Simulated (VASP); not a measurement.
Wanted: the native input for a VASP 6.6.1 run.

```
Task                   : single point
Functional             : PBE
Potentials or basis    : VASP PAW PBE potentials, release 64 (B, Sb, Al)
Cutoff                 : 520 eV
k mesh                 : 6 × 6 × 4
Occupations            : fermi-dirac, width 0.02 eV
Spin                   : non-collinear spin, zero start, spin-orbit coupling
Starting moments       : [[0.0, 0.0, 0.0], [0.0, 0.0, 0.0], [0.0, 0.0, 0.0], [0.0, 0.0, 0.0]] μB
Dipole correction      : no
Further INCAR settings : ALGO = Normal; EDIFF = 1e-07; NBANDS = 30
```

The structure of AlBSb2 lies in POSCAR:

```
AlBSb2
1.0
    4.0064826178      0.0000000000      0.0000000000
    0.0000000000      4.0064826178      0.0000000000
    0.0000000000      0.0000000000      5.8800652909
B Sb Al
1 2 1
Direct
    0.0000000000      0.0000000000      0.0000000000
    0.0000000000      0.5000000000      0.2148476448
    0.5000000000      0.0000000000      0.7851523552
    0.5000000000      0.5000000000      0.5000000000
```

One way to write it, as run:

INCAR

```
  PREC = Accurate
  ENCUT = 520
  EDIFF = 1E-7
  ISMEAR = -1
  SIGMA = 0.02
  LREAL = False
  LASPH = True
  NELM = 150
  ALGO = Normal
  ISIF = 2
  LWAVE = False
  LCHARG = False
  LNONCOLLINEAR = True
  MAGMOM = 0 0 0 0 0 0 0 0 0 0 0 0
  LORBIT = 11
  LSORBIT = True
  GGA_COMPAT = False
  LORBMOM = True
  GGA = PE
  NBANDS = 30
```

KPOINTS

```
Automatic mesh
0
Gamma
  6 6 4
```

Potentials or basis: VASP PAW PBE potentials, release 64 (B, Sb, Al).

The run is started by

```console
$ cat potpaw_PBE.64/B/POTCAR potpaw_PBE.64/Sb/POTCAR potpaw_PBE.64/Al/POTCAR > POTCAR
$ mpirun -np 1 vasp_ncl > vasp.out
```

Results of the run:

```json
{
  "Pressure": "1.4 GPa",
  "Largest force": "0.141 eV/Å",
  "Net moment": "0.00 μB per cell",
  "Valence electrons inside the program's atomic spheres": "B 1.61; Sb 2.52; Al 0.82"
}
```

It took 2.1 min on 1 thread of Intel(R) Xeon(R) Platinum 8488C (Sapphire Rapids) (shared host), peak memory 0.46 GiB.
